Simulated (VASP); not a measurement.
Set up this calculation in VASP 6.6.1, as the native input.

* Task: electric field gradients
* Functional: LDA
* Potentials or basis: VASP PAW LDA potentials, release 64 (La, Hg)
* Cutoff: 400 eV
* k mesh: 11 × 11 × 11
* Occupations: fermi-dirac, width 0.08 eV
* Spin: no spin polarisation
* Dipole correction: no
* Further INCAR settings: ALGO = Normal; EDIFF = 1e-08; NBANDS = 18

The structure of LaHg lies in POSCAR:

```
LaHg
1.0
    3.8241671282      0.0000000000      0.0000000000
    0.0000000000      3.8241671282      0.0000000000
    0.0000000000      0.0000000000      3.8241671282
La Hg
1 1
Direct
    0.5000000000      0.5000000000      0.5000000000
    0.0000000000      0.0000000000      0.0000000000
```

This cell differs from its parent crystal: volume scaled by 0.99.

The input as run:

INCAR

```
SYSTEM = LaHg
PREC     = Accurate       ! precision mode
ENCUT    = 400            ! plane-wave cutoff, eV
EDIFF    = 1E-8           ! SCF threshold, eV
ISMEAR   = -1             ! smearing method
SIGMA    = 0.08           ! smearing width, eV
LREAL    = .False.        ! projectors in reciprocal space
LASPH    = .True.         ! aspherical terms in the spheres
NELM     = 200            ! most SCF steps
ALGO     = Normal         ! electronic algorithm
ISIF     = 2              ! what is computed and relaxed
LWAVE    = .False.        ! write WAVECAR
LCHARG   = .False.        ! write CHGCAR
LEFG     = .True.       
NBANDS   = 18             ! bands
GGA_COMPAT= .False.      
LMAXMIX  = 6              ! l up to which the mixer works
```

KPOINTS

```
Automatic mesh
0
Gamma
  11 11 11
  0 0 0
```

Potentials or basis: VASP PAW LDA potentials, release 64 (La, Hg).

Command:

```sh
$ cat potpaw_LDA.64/La/POTCAR potpaw_LDA.64/Hg/POTCAR > POTCAR
$ mpirun -np 1 vasp_std > vasp.out
```

It gave:

```yaml
Pressure: -1.2 GPa
```

Caveat: without QUAD_EFG the Cq values of the log hold for a quadrupole moment of 1 mb, not for the nuclei.

It took 27 s on 1 thread of Intel(R) Xeon(R) 6975P-C (Granite Rapids), with other jobs on the host, peak memory 0.18 GiB.
